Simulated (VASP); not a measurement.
Wanted: the native input for a VASP 6.6.1 run.

```yaml
Task: single point
Functional: PBE
Potentials_or_basis: VASP PAW PBE potentials, release 64 (Al, N)
Cutoff: 520 eV
k_mesh: 7 × 7 × 7
Occupations: gaussian, width 0.01 eV
Spin: no spin polarisation
Dipole_correction: no
Further_INCAR_settings: ALGO = Normal; EDIFF = 1e-06; NBANDS = 11
```

The structure of AlN lies in POSCAR:

```
AlN
1.0
    0.0000000000      2.2127336132      2.2127336132
    2.2127336132      0.0000000000      2.2127336132
    2.2127336132      2.2127336132      0.0000000000
Al N
1 1
Direct
    0.0000000000      0.0000000000      0.0000000000
    0.7500000000      0.7500000000      0.7500000000
```

The input as run:

INCAR

```
ALGO     = Normal         # electronic algorithm
EDIFF    = 1E-6           # SCF threshold, eV
ENCUT    = 520            # plane-wave cutoff, eV
GGA      = PE             # functional
ISIF     = 2              # what is computed and relaxed
ISMEAR   = 0              # smearing method
LASPH    = True           # aspherical terms in the spheres
LCHARG   = True           # write CHGCAR
LELF     = True           # ELF
LREAL    = False          # projectors in reciprocal space
LVHAR    = True         
LWAVE    = False          # write WAVECAR
NBANDS   = 11             # bands
NELM     = 100            # most SCF steps
PREC     = Accurate       # precision mode
SIGMA    = 0.01           # smearing width, eV
```

KPOINTS

```
k-points
0
Gamma
  7 7 7
```

Potentials or basis: VASP PAW PBE potentials, release 64 (Al, N).

Run with:

```sh
$ cat potpaw_PBE.64/Al/POTCAR potpaw_PBE.64/N/POTCAR > POTCAR
$ mpirun -np 1 vasp_std > vasp.out
```

Results of the run:

```
Pressure               : -3.1 GPa
Band gap on the k mesh : 3.59 eV, indirect (least direct gap 3.85 eV)
```

Wall time 2.2 s on 1 thread of Intel(R) Xeon(R) 6975P-C (Granite Rapids), on a shared host, peak memory 0.13 GiB.
